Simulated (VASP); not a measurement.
A run of VASP 6.6.1 is set up as follows.

The input INCAR:

```
SYSTEM = LiS2
PREC = Accurate ; ENCUT = 520
EDIFF = 1E-6 ; ISMEAR = 0
SIGMA = 0.1 ; LREAL = .FALSE.
LASPH = .TRUE. ; NELM = 100
ALGO = Normal ; ISIF = 2
LWAVE = .FALSE. ; LCHARG = .FALSE.
LDIPOL = .TRUE. ; IDIPOL = 3
DIPOL = 0.5 0.5 0.267 ; GGA = PE
IVDW = 12 ; NBANDS = 24
```

Contents of KPOINTS:

```
regular mesh
0
G
  15 15 1
  0 0 0
```

File POSCAR:

```
LiS2
1.0
    2.9684678091      0.0000000029      0.0000000000
   -1.4842339070      2.5707685315      0.0000000000
    0.0000000000      0.0000000000     41.2709031483
Li S
2 4
Direct
    1.0000000000      0.0000000000      0.1996930356
    0.6666666667      0.3333333333      0.3333701717
    0.3333333333      0.6666666667      0.1578671020
    0.6666666667      0.3333333333      0.2458629774
    1.0000000000      0.0000000000      0.2872002299
    0.3333333333      0.6666666667      0.3751961053
```

Potentials or basis: VASP PAW PBE potentials, release 64 (Li_sv, S).

The run is started by

```console
$ cat potpaw_PBE.64/Li_sv/POTCAR potpaw_PBE.64/S/POTCAR > POTCAR
$ mpirun -np 1 vasp_std > vasp.out
```

Question: Estimate the band gap on the k mesh.

Answer: Zero (bands 15 and 16 overlap by 3.39 eV).

Question: What does it give for the largest force?

Answer: 0.129 eV/Å.

Question: What does it give for the dispersion energy per atom?

Answer: -0.287 eV.

Forces in eV/Å, atoms in the order of the input:
```
Li   0.000  0.000 -0.082
Li   0.000  0.000  0.082
S    0.000  0.000  0.066
S    0.000  0.000  0.129
S    0.000  0.000 -0.129
S    0.000  0.000 -0.066
```
